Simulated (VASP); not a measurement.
# H23C2NO10 in VASP: further runs, part 2 of 3

VASP 6.6.1. The steps go on from the part before.

### Step 3. Single point, LDA

INCAR reads:

```
ALGO = Normal
EDIFF = 1E-6
ENCUT = 520
ISIF = 2
ISMEAR = -1
LASPH = True
LCHARG = True
LELF = True
LREAL = Auto
LVHAR = True
LWAVE = False
NBANDS = 72
NELM = 60
PREC = Accurate
SIGMA = 0.05
```

KPOINTS reads:

```
k-points
0
Gamma
  1 1 1
```

POSCAR reads:

```
H23C2NO10
1.0
    7.5225990000      0.0000000000      0.0000000000
    0.0000000000      7.5225990000      0.0000000000
    0.0000000000      0.0000000000      7.5225990000
O H C N
10 23 2 1
Direct
    0.3419562840      0.4002207216      0.2053279724
    0.3906096816      0.5848111803      0.7668227430
    0.2170393504      0.6929652903      0.1520883939
    0.4121846718      0.9702098969      0.6721347237
    0.8271609320      0.3254726192      0.8588521068
    0.9030256697      0.1188684921      0.1554515933
    0.9205860900      0.6061468915      0.2874671374
    0.2575705551      0.2452210998     -0.1453487020
    0.0599393906      0.2964533933      0.3816765987
    0.6256082506      0.1732247060      0.3695265426
    0.3260309369      0.5286736672      0.1890038270
    0.3387658973      0.3192513651      0.0949671782
    0.3775556826      0.4505091924      0.7743068586
    0.3117007832      0.6084067488      0.6585888733
    0.2185547841      0.6038471544      0.0421662779
    0.1039002611      0.6662590948      0.2065376607
    0.4196023210      0.9967964529      0.5448117067
    0.5051179785      0.8901178968      0.7118683317
    0.8551166957      0.4497780621      0.9005265334
    0.7296281511      0.3325579364      0.7690028406
    0.8721719714      0.1379975192      0.0252306417
    0.8676921367     -0.0091590686      0.1658336434
    0.8429799329      0.5605509479      0.1846037520
    0.9591365963      0.4781326241      0.3385532048
    0.3169117482      0.1246377748     -0.2167203117
    0.1265254203      0.2647223386     -0.1818121636
    0.0099300787      0.2230877919      0.2831999951
    0.1864781042      0.3328370953      0.3400952251
    0.5906469293      0.2628081066      0.4557866237
    0.6850292033      0.2454204990      0.2856326650
    1.0714647956      0.9345307386      0.6963417829
    0.9004467738      0.9006860528      0.5275969117
    0.8863160192      1.0855689636      0.6923803861
    0.9106560113      0.9390371599      0.6668705856
    0.8890145547      0.8132428699      0.7981549994
    0.8760801952      0.7009412571      0.9028262705
```

Potentials or basis: VASP PAW LDA potentials, release 64 (O, H, C, N).

Run with:

```
> cat potpaw_LDA.64/O/POTCAR potpaw_LDA.64/H/POTCAR potpaw_LDA.64/C/POTCAR potpaw_LDA.64/N/POTCAR > POTCAR
> mpirun -np 1 vasp_gam > vasp.out
```

Wall time 1.7 min (1 thread of Intel Xeon 8259CL, shared host); peak memory 0.31 GiB.

Results (log left out):

```
Free energy            : -190.9842 eV
Pressure               : -2.5 GPa
Largest force          : 4.636 eV/Å
Band gap on the k mesh : 3.34 eV
```

Forces on the atoms (eV/Å):
```
O    0.890 -3.399 -0.221
O   -1.150 -0.709 -1.656
O    2.046 -0.788 -3.442
O   -0.868  0.857  0.134
O   -0.175 -0.059 -0.375
O   -1.213 -1.774 -2.265
O   -1.317 -2.304 -0.753
O   -0.142 -1.807 -1.754
O    0.792  1.054  0.621
O   -0.848 -0.883  1.770
H   -0.182  0.901 -0.148
H   -0.176  1.428  1.029
H   -0.223  0.605  0.436
H    1.093 -0.056  1.450
H   -0.278  2.455  1.527
H   -1.959 -0.370  0.832
H    0.429 -0.118 -0.037
H    0.106 -0.380 -0.053
H   -0.344 -0.116 -0.508
H    0.811  0.279  0.792
H    0.416  0.843  0.973
H    0.444  0.778  0.533
H    0.988  1.256  1.217
H    0.314  0.863 -0.025
H   -1.290  2.199  1.219
H    1.927 -0.511  0.375
H    0.075 -0.238  0.000
H   -0.771 -0.201 -0.258
H   -0.467  0.072  0.231
H    1.038  0.523 -1.632
H   -1.715  0.582 -1.088
H   -0.473 -0.272 -0.243
H   -0.399 -0.923  0.014
C    4.240  1.847  0.314
C   -1.506 -1.161  0.698
N   -0.115 -0.472  0.292
```

Stress tensor (GPa, compression positive):
```
-2.13  0.81 -1.73
 0.81 -3.11 -2.51
-1.73 -2.51 -2.40
```

Levels at points of the mesh, in eV from the valence-band top:
```csv
k point,band 46,band 47,band 48,band 49,band 50,band 51
"(0.00, 0.00, 0.00)",-0.62,-0.44,0.00,3.34,4.65,4.88
```

Caveat: the k points lie up to 0.84 Å⁻¹ apart.

### Step 4. Single point, LDA

INCAR reads:

```
SYSTEM = H23C2NO10
PREC     = Accurate       ! precision mode
ENCUT    = 520            ! plane-wave cutoff, eV
EDIFF    = 1E-6           ! SCF threshold, eV
ISMEAR   = -1             ! smearing method
SIGMA    = 0.05           ! smearing width, eV
LREAL    = Auto         
LASPH    = .TRUE.         ! aspherical terms in the spheres
NELM     = 100            ! most SCF steps
ALGO     = Normal         ! electronic algorithm
ISIF     = 2              ! what is computed and relaxed
LWAVE    = .FALSE.        ! write WAVECAR
LCHARG   = .FALSE.        ! write CHGCAR
NBANDS   = 72             ! bands
```

KPOINTS reads:

```
Automatic mesh
0
G
  1 1 1
  0 0 0
```

POSCAR reads:

```
H23C2NO10
1.0
    7.5225990000      0.0000000000      0.0000000000
    0.0000000000      7.5225990000      0.0000000000
    0.0000000000      0.0000000000      7.5225990000
O H C N
10 23 2 1
Direct
    0.3755351043      0.3394571477      0.2215457716
    0.3847340527      0.5615878236      0.7422434720
    0.2238056289      0.6820780956      0.1433281237
    0.4345040856      1.0111133134      0.6383830907
    0.8913807582      0.2781618427      0.8060910863
    0.8655519190      0.1175258710      0.1146944028
    0.8517800829      0.6240263505      0.2847553086
    0.2486640588      0.2479462218     -0.2039587648
    0.0363438221      0.3330364944      0.3622551195
    0.6047378040      0.1313508802      0.3543456191
    0.3140669867      0.4568234994      0.2031478748
    0.3422620294      0.3004280834      0.0954457362
    0.3299258674      0.4670061504      0.8019701701
    0.4348630041      0.5369553794      0.6323745291
    0.3053598896      0.7278734384      0.2248292113
    0.0995533592      0.7175046816      0.1840720209
    0.5440406966      1.0260416646      0.5699227089
    0.4120118592      0.8803872172      0.6749396053
    0.9661687404      0.3833382585      0.8298461742
    0.7897137678      0.3359477223      0.7688566146
    0.8843486141      0.1903996212     -0.0141839277
    0.8008402415      0.0084811114      0.0845851281
    0.7667031035      0.5867652922      0.1914763767
    0.8750433195      0.5401058863      0.3781804666
    0.3219499006      0.1622976314     -0.2739212870
    0.1437136288      0.1870895950     -0.1725600421
   -0.0257091997      0.2494616555      0.2842501641
    0.1515433695      0.3297264682      0.3000957515
    0.4977136226      0.2071890313      0.3134953757
    0.7250020904      0.2065243674      0.3334618793
    1.0598597639      1.0126686269      0.6435142961
    0.9038232664      0.8420759900      0.5297238361
    0.8245820361      1.0204319013      0.6529791100
    0.9442614182      0.9197752000      0.6537235336
    0.8948370105      0.8121395278      0.8087231554
    0.8594104245      0.7342409186      0.9317790301
```

Potentials or basis: VASP PAW LDA potentials, release 64 (O, H, C, N).

Run with:

```
> cat potpaw_LDA.64/O/POTCAR potpaw_LDA.64/H/POTCAR potpaw_LDA.64/C/POTCAR potpaw_LDA.64/N/POTCAR > POTCAR
> mpirun -np 1 vasp_gam > vasp.out
```

OUTCAR:

```text
SYSTEM = H23C2NO10
   PREC = Accurate
   ENCUT = 520
   EDIFF = 1E-6
   ISMEAR = -1
   LREAL = Auto
   LASPH = .TRUE.
   NELM = 100
   ISIF = 2

 ion  position               nearest neighbor table
   1  0.376  0.339  0.222-  11 1.01  12 1.02
   2  0.385  0.562  0.742-  14 0.93  13 0.94
   3  0.224  0.682  0.143-  15 0.93  16 1.02
   4  0.435  0.011  0.638-  17 0.98  18 1.04
   5  0.891  0.278  0.806-  20 0.92  19 0.99
   6  0.866  0.118  0.115-  22 0.98  21 1.12
   7  0.852  0.624  0.285-  24 0.96  23 0.99
   8  0.249  0.248  0.796-  26 0.94  25 1.00
   9  0.036  0.333  0.362-  27 0.98  28 0.99
  10  0.605  0.131  0.354-  29 1.03  30 1.08
  11  0.314  0.457  0.203-   1 1.01
  12  0.342  0.300  0.095-   1 1.02
  13  0.330  0.467  0.802-   2 0.94
  14  0.435  0.537  0.632-   2 0.93
  15  0.305  0.728  0.225-   3 0.93
  16  0.100  0.718  0.184-   3 1.02
[... 15 lines left out ...]
  32  0.904  0.842  0.530-  34 1.14
  33  0.825  0.020  0.653-  34 1.18
  34  0.944  0.920  0.654-  31 1.12  32 1.14  33 1.18  35 1.47
  35  0.895  0.812  0.809-  36 1.13  34 1.47
  36  0.859  0.734  0.932-  35 1.13

  LATTYP: Found a simple cubic cell.
 ALAT       =     7.5225990000

  Lattice vectors:

 A1 = (   7.5225990000,   0.0000000000,   0.0000000000)
 A2 = (   0.0000000000,   7.5225990000,   0.0000000000)
 A3 = (   0.0000000000,   0.0000000000,   7.5225990000)

Analysis of symmetry for initial positions (statically):
=====================================================================
 Subroutine PRICEL returns:
 Original cell was already a primitive cell.

 Routine SETGRP: Setting up the symmetry group for a
 simple cubic supercell.

 Subroutine GETGRP returns: Found  1 space group operations
[... 178 lines left out ...]
   IALGO  =     38    algorithm
   IMIX   =      4    mixing-type and parameters
     AMIX     =   0.40;   BMIX     =  1.00
     AMIX_MAG =   1.60;   BMIX_MAG =  1.00
  volume/ion in A,a.u.               =      11.83        79.80
  Fermi-wavevector in a.u.,A,eV,Ry     =   0.996469  1.883054 13.509924  0.992951
  Thomas-Fermi vector in A             =   2.128560
   LORBIT       =      0    0 simple, 1 ext, 2 COOP (PROOUT), +10 PAW based schemes
   GGA     = CA    functional components
   LHFCALC =     F    Hartree Fock is set to
   AEXX    =    0.0000 exact exchange contribution
   IVDW    =     0    specifies the selected vdW correction
   LEPSILON=     F    determine dielectric tensor
   LRPA    =     F    only Hartree local field effects (RPA)
 non-spin polarized calculation
  energy-cutoff  :      520.00
  volume of cell :      425.70
 maximum number of plane-waves:      5730
 NGX is ok and might be reduce to    54
   NGX = 27   NGY = 27   NGZ = 27

 number of electron      95.9999972 magnetization

 Free energy of the ion-electron system (eV)
  ---------------------------------------------------
  ext. energy  EPLUGINS =         0.00000000
  ---------------------------------------------------
  free energy    TOTEN  =      -190.50607426 eV

  energy without entropy =     -190.50607426  energy(sigma->0) =     -190.50607426

 E-fermi :  -2.2486     XC(G=0):  -6.8265

 val. band max:       -3.5142383392   @ k =   0.0000   0.0000   0.0000
 cond. band min:       0.1052979805   @ k =   0.0000   0.0000   0.0000
 fundamental gap:      3.6195363197
 Fermi energy:        -2.2485925542

 k-point     1 :       0.0000    0.0000    0.0000
  band No.  band energies     occupation
      1     -24.3078      2.00000
      2     -23.0823      2.00000
      3     -22.5836      2.00000
      4     -22.3104      2.00000
      5     -22.0652      2.00000
      6     -21.8604      2.00000
[... 52 lines left out ...]
     59       4.1815      0.00000
     60       4.5071      0.00000
 [bands above 60 left out]

------------------------ aborting loop because EDIFF is reached ----------------------------------------

  FORCE on cell =-STRESS in cart. coord.  units (eV):
  Direction    XX          YY          ZZ          XY          YZ          ZX
  --------------------------------------------------------------------------------------
  -------------------------------------------------------------------------------------
  Total       -0.3391793     -2.5188180     -1.1382065     -0.8044257     -0.3497779     -1.4712762
  in kB       -1.2765450     -9.4798972     -4.2837876     -3.0275603     -1.3164343     -5.5373383
  external PRESSURE =      -5.0134099 kB  Pullay stress =       0.0000000 kB

 VOLUME and BASIS-vectors are now :
 -----------------------------------------------------------------------------
  energy-cutoff  :      520.00
  volume of cell :      425.70
      direct lattice vectors                 reciprocal lattice vectors
     7.522599000  0.000000000  0.000000000     0.132932780  0.000000000  0.000000000
     0.000000000  7.522599000  0.000000000     0.000000000  0.132932780  0.000000000
     0.000000000  0.000000000  7.522599000     0.000000000  0.000000000  0.132932780

 POSITION                                       TOTAL-FORCE (eV/Angst)
 -----------------------------------------------------------------------------------
      2.82500      2.55360      1.66660        -1.672014      0.433017     -2.605980
      2.89420      4.22460      5.58360         0.544553      3.964608      1.316662
      1.68360      5.13100      1.07820        -2.410529     -1.121719     -1.058029
      3.26860      0.08360      4.80230        -1.052936     -2.197362      1.243094
      6.70550      2.09250      6.06390         2.778906     -0.288819      1.185780
      6.51120      0.88410      0.86280         0.890072      1.668983     -2.318276
[... 28 lines left out ...]
      6.73150      6.10940      6.08370         2.532138      3.041371     -4.148060
      6.46500      5.52340      7.00940        -1.299344     -2.418631      3.160374
 -----------------------------------------------------------------------------------
    total drift:                               -0.003874     -0.002719      0.003086

  FREE ENERGIE OF THE ION-ELECTRON SYSTEM (eV)
  ---------------------------------------------------
  free  energy   TOTEN  =      -190.5060742575 eV

  energy  without entropy=     -190.5060742574  energy(sigma->0) =     -190.50607426
```

OSZICAR:

```text
N       E                     dE             d eps       ncg     rms          rms(c)
DAV:   1     0.768768800369E+03    0.76877E+03   -0.49510E+04   144   0.120E+03
DAV:   2    -0.116810671231E+03   -0.88558E+03   -0.83571E+03   176   0.294E+02
DAV:   3    -0.210856879449E+03   -0.94046E+02   -0.93296E+02   184   0.102E+02
DAV:   4    -0.212541904617E+03   -0.16850E+01   -0.16807E+01   168   0.156E+01
DAV:   5    -0.212570222271E+03   -0.28318E-01   -0.28297E-01   176   0.192E+00    0.267E+01
DAV:   6    -0.192252821917E+03    0.20317E+02   -0.64303E+01   168   0.280E+01    0.106E+01
DAV:   7    -0.191068090654E+03    0.11847E+01   -0.23668E+00   168   0.578E+00    0.641E+00
DAV:   8    -0.190516164673E+03    0.55193E+00   -0.94908E-01   176   0.424E+00    0.117E+00
DAV:   9    -0.190500100219E+03    0.16064E-01   -0.88926E-02   176   0.125E+00    0.567E-01
DAV:  10    -0.190503011262E+03   -0.29110E-02   -0.41714E-02   168   0.795E-01    0.290E-01
DAV:  11    -0.190504269045E+03   -0.12578E-02   -0.55465E-03   168   0.342E-01    0.136E-01
DAV:  12    -0.190505670441E+03   -0.14014E-02   -0.18038E-03   168   0.195E-01    0.602E-02
DAV:  13    -0.190506033951E+03   -0.36351E-03   -0.42950E-04   176   0.927E-02    0.234E-02
DAV:  14    -0.190506066590E+03   -0.32639E-04   -0.61211E-05   176   0.320E-02    0.154E-02
DAV:  15    -0.190506073467E+03   -0.68767E-05   -0.15357E-05   160   0.207E-02    0.604E-03
DAV:  16    -0.190506074257E+03   -0.79061E-06   -0.49426E-06   168   0.118E-02
   1 F= -.19050607E+03 E0= -.19050607E+03  d E =-.335699E-10
```

It took 85 s on 1 thread of Intel Xeon 8259CL, shared host; peak memory 0.31 GiB.

Results:

```
Free energy            : -190.5061 eV
Pressure               : -0.5 GPa
Largest force          : 5.733 eV/Å
Band gap on the k mesh : 3.62 eV
```

Forces on the atoms (eV/Å):
```
O   -1.672  0.433 -2.606
O    0.545  3.965  1.317
O   -2.411 -1.122 -1.058
O   -1.053 -2.197  1.243
O    2.779 -0.289  1.186
O    0.890  1.669 -2.318
O   -0.465  1.774 -0.754
O    1.065  1.244  0.549
O   -0.028 -0.195  0.216
O    1.861  1.668  0.362
H    0.270  0.871  0.598
H    0.834 -0.490  0.974
H   -1.055 -2.363  0.347
H    0.679 -1.209 -2.084
H    1.471  1.274  1.534
H    0.884 -0.725 -0.281
H    0.220  0.184 -1.039
H    0.582  1.912 -0.469
H    0.469 -0.127 -0.076
H   -3.241  1.046 -1.023
H   -0.802 -1.520  2.327
H    0.072  0.032  0.241
H    0.676 -0.036  0.671
H    0.245 -1.319 -0.044
H    0.597 -0.514 -0.241
H   -1.494 -0.880  0.396
H   -0.738 -0.642 -0.359
H    0.486  0.139  0.572
H    1.410 -0.363  0.428
H   -2.979 -1.860 -0.069
H   -0.060 -1.017  0.271
H    0.954  0.401  0.548
H    1.278 -0.767 -0.069
C   -3.501  0.399 -0.300
C    2.532  3.041 -4.148
N   -1.299 -2.419  3.160
```

Caveat: the k points lie up to 0.84 Å⁻¹ apart.

(Part 2 of 3 ends here.)
